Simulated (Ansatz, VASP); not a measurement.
**One calculation of MnCu5, two programs**

```
CELL_PARAMETERS angstrom
2.63913 0.00000 0.00000
0.00000 2.63913 0.00000
0.00000 0.00000 10.61923
ATOMIC_POSITIONS crystal
Mn 0.50000 0.50000 0.50000
Cu 0.00000 0.00000 0.00000
Cu 0.50000 0.50000 0.16332
Cu 0.00000 0.00000 0.32812
Cu 0.00000 0.00000 0.67188
Cu 0.50000 0.50000 0.83668
```

Alike in both runs: task single point; functional PBE; k mesh 6 × 6 × 2; occupations gaussian, width 0.1 eV; collinear spin.

```csv
,VASP,Ansatz
version,VASP 6.6.1,Ansatz 0.2.0
potentials or method,"VASP PAW PBE potentials, release 64 (Mn_pv, Cu), cutoff 520 eV","scalar-relativistic, plane waves, PAW"
valence electrons in the cell,68,110
```

|  | VASP | Ansatz | Ansatz less VASP |
| --- | --- | --- | --- |
| gap on the k mesh at the Fermi level (eV) | none | none | - |
| pressure (GPa) | -0.1 | -0.6 | -0.53 |
| traceless stress, the component that is largest in VASP (GPa) | -0.61 | -0.66 | -0.050 |
| rms of the force components (eV/Å) | 0.012 | 0.013 | +0.0012 |
| net moment per atom (μB) | 0.56 | 0.56 | -0.003 |
| size of the moment on the site where the two differ most (μB) | 3.23 | 3.19 | -0.043 |

Site moments also hang on the region over which each program counts them. Atom by atom the forces differ by 0.001 eV/Å (rms over components). A gap of «none» marks a metal or a gap that the smearing closes. VASP's potentials hold 68 valence electrons a cell and Ansatz's 110, so a difference there can come from the potentials and not from the codes.

The k mesh is coarse, so the values compare programs but aren't converged.
